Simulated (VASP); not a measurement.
# TiTe2 (Fm-3m) in VASP: notebook, part 2 of 2

VASP 6.6.1. Earlier steps stand in the parts before.

### 3 Single point, PBE (volume changed by -3%)

Contents of INCAR:

```
  PREC = Accurate
  ENCUT = 520
  EDIFF = 1E-6
  ISMEAR = -1
  SIGMA = 0.02
  LREAL = False
  LASPH = True
  NELM = 80
  ALGO = Normal
  ISIF = 2
  LWAVE = False
  LCHARG = True
  GGA = PE
  LELF = True
  LVHAR = True
  NBANDS = 19
```

Contents of KPOINTS:

```
regular mesh
0
Gamma
  6 6 6
```

Contents of POSCAR:

```
TiTe2
1.0
    0.0000000000      3.4009502886      3.4009502886
    3.4009502886      0.0000000000      3.4009502886
    3.4009502886      3.4009502886      0.0000000000
Ti Te
1 2
Direct
    0.0000000000      0.0000000000      0.0000000000
    0.2500000000      0.2500000000      0.2500000000
    0.7500000000      0.7500000000      0.7500000000
```

Potentials or basis: VASP PAW PBE potentials, release 64 (Ti_sv, Te).

On the command line:

```
cat potpaw_PBE.64/Ti_sv/POTCAR potpaw_PBE.64/Te/POTCAR > POTCAR
mpirun -np 1 vasp_std > vasp.out
```

OUTCAR:

```text
PREC = Accurate
   ENCUT = 520
   EDIFF = 1E-6
   ISMEAR = -1
   LREAL = False
   LASPH = True
   NELM = 80
   ISIF = 2
   GGA = PE

 ion  position               nearest neighbor table
   1  0.000  0.000  0.000-   3 2.95   3 2.95   3 2.95   2 2.95   2 2.95   2 2.95   3 2.95   2 2.95

   2  0.250  0.250  0.250-   1 2.95   1 2.95   1 2.95   1 2.95   3 3.40   3 3.40   3 3.40   3 3.40
                             3 3.40   3 3.40
   3  0.750  0.750  0.750-   1 2.95   1 2.95   1 2.95   1 2.95   2 3.40   2 3.40   2 3.40   2 3.40
                             2 3.40   2 3.40

  LATTYP: Found a face centered cubic cell.
 ALAT       =     6.8019005772

  Lattice vectors:

 A1 = (   0.0000000000,   3.4009502886,   3.4009502886)
 A2 = (   3.4009502886,   0.0000000000,   3.4009502886)
 A3 = (   3.4009502886,   3.4009502886,   0.0000000000)

Analysis of symmetry for initial positions (statically):
=====================================================================
 Subroutine PRICEL returns:
 Original cell was already a primitive cell.

 Routine SETGRP: Setting up the symmetry group for a
 face centered cubic supercell.

[... 155 lines left out ...]

  energy without entropy =      -15.00637914  energy(sigma->0) =      -15.01046853

 E-fermi :   7.8160     XC(G=0):  -9.9213

 val. band max:        7.7791623338   @ k =  -0.3333   0.5000   0.1667
 cond. band min:       7.8372944297   @ k =   0.5000   0.0000   0.0000
 fundamental gap:      0.0581320959
 Fermi energy:         7.8159999672

 k-point     1 :       0.0000    0.0000    0.0000
  band No.  band energies     occupation
      1     -49.8833      2.00000
      2     -26.1453      2.00000
      3     -26.1453      2.00000
      4     -26.1453      2.00000
      5      -5.6479      2.00000
      6      -1.5984      2.00000
[... 329 lines left out ...]
      6      -3.4383      2.00000
[... 11 lines left out ...]
     18      11.2415      0.00000
     19      13.2552      0.00000

------------------------ aborting loop because EDIFF is reached ----------------------------------------

  FORCE on cell =-STRESS in cart. coord.  units (eV):
  Direction    XX          YY          ZZ          XY          YZ          ZX
  --------------------------------------------------------------------------------------
  -------------------------------------------------------------------------------------
  Total        0.9431611      0.9431611      0.9431611      0.0000000      0.0000000     -0.0000000
  in kB       19.2072683     19.2072683     19.2072683      0.0000000      0.0000000     -0.0000000
  external PRESSURE =      19.2072683 kB  Pullay stress =       0.0000000 kB

 VOLUME and BASIS-vectors are now :
 -----------------------------------------------------------------------------
  energy-cutoff  :      520.00
  volume of cell :       78.67
      direct lattice vectors                 reciprocal lattice vectors
     0.000000000  3.400950289  3.400950289    -0.147017733  0.147017733  0.147017733
     3.400950289  0.000000000  3.400950289     0.147017733 -0.147017733  0.147017733
     3.400950289  3.400950289  0.000000000     0.147017733  0.147017733 -0.147017733

 POSITION                                       TOTAL-FORCE (eV/Angst)
 -----------------------------------------------------------------------------------
      0.00000      0.00000      0.00000        -0.000000     -0.000000     -0.000000
      1.70048      1.70048      1.70048         0.000000      0.000000      0.000000
      5.10143      5.10143      5.10143        -0.000000     -0.000000     -0.000000
 -----------------------------------------------------------------------------------
    total drift:                               -0.000000      0.000000      0.000000

  FREE ENERGIE OF THE ION-ELECTRON SYSTEM (eV)
  ---------------------------------------------------
  free  energy   TOTEN  =       -15.0145579162 eV

  energy  without entropy=      -15.0063791444  energy(sigma->0) =      -15.01046853
```

Wall time 43 s (1 thread of Intel Xeon Platinum 8259CL at 2.50GHz (Skylake/Cascade Lake), shared host); peak memory 0.2 GiB.

Results:

```yaml
Free_energy: -15.0146 eV
Pressure: 1.9 GPa
Band_gap_on_the_k_mesh: zero (band 12 reaches 7.91 eV, above the bottom of band 13 at 7.55 eV)
```

Caveat: spin-orbit coupling is left out, which moves the levels of the heavy elements.
